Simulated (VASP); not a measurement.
## Sn8O15 (a cell with a defect): single point with PBEsol

The system is Sn8O15 (a cell with a defect).

```
Sn O
1.0
    -4.78800   -4.86658    0.00000
     4.78800   -4.86658    0.00000
     0.00000    0.00000    6.48180
Sn O
8 15
Direct
  0.99747 0.50114 0.25059
  0.49843 0.50102 0.99978
  0.99734 0.50113 0.74887
  0.49779 0.47968 0.49986
  0.49999 0.98910 0.22395
  0.99914 0.99647 0.99976
  0.50009 0.98901 0.77556
  0.02038 0.00702 0.49981
  0.18829 0.50649 0.99970
  0.99681 0.81411 0.26316
  0.99765 0.18844 0.25414
  0.80811 0.50895 0.99976
  0.19138 0.49031 0.49977
  0.99689 0.81406 0.73642
  0.99728 0.18847 0.74540
  0.80421 0.49434 0.49966
  0.70131 0.98534 0.99984
  0.50486 0.30071 0.23602
  0.49632 0.69128 0.25454
  0.29749 0.99110 0.99966
  0.50492 0.30071 0.76353
  0.49651 0.69128 0.74493
  0.43475 0.04840 0.49979
```

```json
{
  "Program": "VASP 6.6.1",
  "Task": "single point",
  "Functional": "PBEsol",
  "Potentials or basis": "VASP PAW PBE potentials, release 64 (Sn_d, O)",
  "Cutoff": "520 eV",
  "k mesh": "2 × 2 × 2",
  "Occupations": "fermi-dirac, width 0.05 eV",
  "Spin": "no spin polarisation",
  "Dipole correction": "no",
  "Charge": "2",
  "Further INCAR settings": "LREAL = Auto; ALGO = Normal; EDIFF = 1e-06; NBANDS = 118; NELECT = 200.0"
}
```

* Largest force: 1.880 eV/Å

Forces on the atoms (eV/Å):
```
Sn   0.002 -0.020  0.017
Sn  -0.023 -0.041  0.000
Sn   0.000 -0.021 -0.020
Sn   0.037 -0.075 -0.014
Sn  -0.002 -0.121  0.082
Sn  -0.081 -0.050  0.002
Sn  -0.006 -0.133 -0.072
Sn  -0.503 -0.557  0.000
O   -0.074 -0.043 -0.001
O   -0.045  0.006 -0.029
O    0.033 -0.027 -0.010
O    0.003 -0.008  0.001
O   -0.042 -0.046  0.002
O   -0.042  0.005  0.026
O    0.028 -0.027  0.009
O    0.010 -0.009  0.004
O   -0.050 -0.053 -0.005
O   -0.146 -0.063  0.072
O   -0.039 -0.041  0.011
O   -0.028 -0.056  0.002
O   -0.149 -0.061 -0.071
O   -0.042 -0.038 -0.006
O    1.160  1.480 -0.001
```

Levels at points of the mesh, in eV from the Fermi level:
```
           k point  band 97  band 98  band 99  band 100  band 101  band 102  band 103  band 104
(0.00, 0.00, 0.00)    -0.82    -0.72    -0.70     -0.09      0.08      2.98      3.59      3.85
(0.50, 0.00, 0.00)    -0.76    -0.73    -0.50     -0.36      1.73      2.06      3.52      3.90
(0.00, 0.50, 0.00)    -0.84    -0.67    -0.63     -0.23      1.66      2.74      3.59      3.94
(0.50, 0.50, 0.00)    -0.74    -0.66    -0.55     -0.49      2.16      2.62      3.80      4.00
(0.00, 0.00, 0.50)    -0.62    -0.53    -0.38     -0.32      2.14      2.77      3.42      3.99
(0.50, 0.00, 0.50)    -0.55    -0.50    -0.40     -0.39      2.53      2.61      3.34      3.91
(0.00, 0.50, 0.50)    -0.55    -0.51    -0.38     -0.37      2.23      3.26      3.87      3.93
(0.50, 0.50, 0.50)    -0.70    -0.65    -0.60     -0.57      2.59      2.98      3.88      4.52
```

Run time: 15 min on 1 thread of Intel Xeon 8259CL, on a shared host, peak memory 0.42 GiB.

Caveat: the k points lie up to 0.48 Å⁻¹ apart; the cell carries a net charge on a neutralising background, which shifts energy and pressure; the cell is charged against a uniform background, so pressure and absolute levels hang on convention; the PAW data sets were made with another functional, which shifts forces and pressure a little; spin-orbit coupling is left out, which moves the levels of the heavy elements.
